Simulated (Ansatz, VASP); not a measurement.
## Hf: VASP beside Ansatz

File INCAR:

```
SYSTEM = Hf
  ALGO = Fast
  EDIFF = 1E-6
  ENCUT = 520
  GGA = CA
  ISIF = 2
  ISMEAR = -1
  LASPH = .TRUE.
  LCHARG = .TRUE.
  LELF = .TRUE.
  LREAL = .FALSE.
  LVHAR = .TRUE.
  LWAVE = .FALSE.
  NBANDS = 11
  NELM = 100
  PREC = Accurate
  SIGMA = 0.05
```

Contents of KPOINTS:

```
k-points
0
G
  10 10 10
  0 0 0
```

Contents of POSCAR:

```
Hf
1.0
   -1.8404011445      1.8404011445      1.8404011445
    1.8404011445     -1.8404011445      1.8404011445
    1.8404011445      1.8404011445     -1.8404011445
Hf
1
Direct
    0.0000000000      0.0000000000      0.0000000000
```

File input.yaml:

```yaml
crystal:
  lattice:
    - [-1.8404011445, 1.8404011445, 1.8404011445]
    - [1.8404011445, -1.8404011445, 1.8404011445]
    - [1.8404011445, 1.8404011445, -1.8404011445]
  atoms:
    - { symbol: Hf, position: [0.0, 0.0, 0.0] }
kpoints:
  mp_grid: { grid: [10, 10, 10] }
scf:
  occupations: { method: fermi_dirac, width: 0.05 }
hamiltonian:
  xc: lda
  pseudopotentials: { kind: all_electron, lapw: { basis_error: 0.001 } }
output:
  forces: true
  stress: true
  eigenvalues: true
```

Change from the starting cell: volume scaled by 1.06.

Alike in both runs: task single point; functional LDA; k mesh 10 × 10 × 10; occupations fermi-dirac, width 0.05 eV; no spin polarisation.

```csv
,VASP,Ansatz
version,VASP 6.6.1,Ansatz 0.2.0
potentials or method,"VASP PAW LDA potentials, release 64 (Hf_pv), cutoff 520 eV","all-electron LAPW, scalar-relativistic"
```

Ansatz gave:

```
gap on the k mesh at the Fermi level (eV) : none
pressure (GPa)                            : -16.1
```

Task: Estimate VASP's values.

Result: gap on the k mesh at the Fermi level (eV): none; pressure (GPa): -16.2.

LDA's correlation is that of Perdew and Zunger in VASP and of Perdew and Wang (1992) in Ansatz. A gap of «none» marks a metal or a gap that the smearing closes. Ansatz ran all-electron here, and VASP with PAW potentials.

Neither program's run includes spin-orbit coupling.
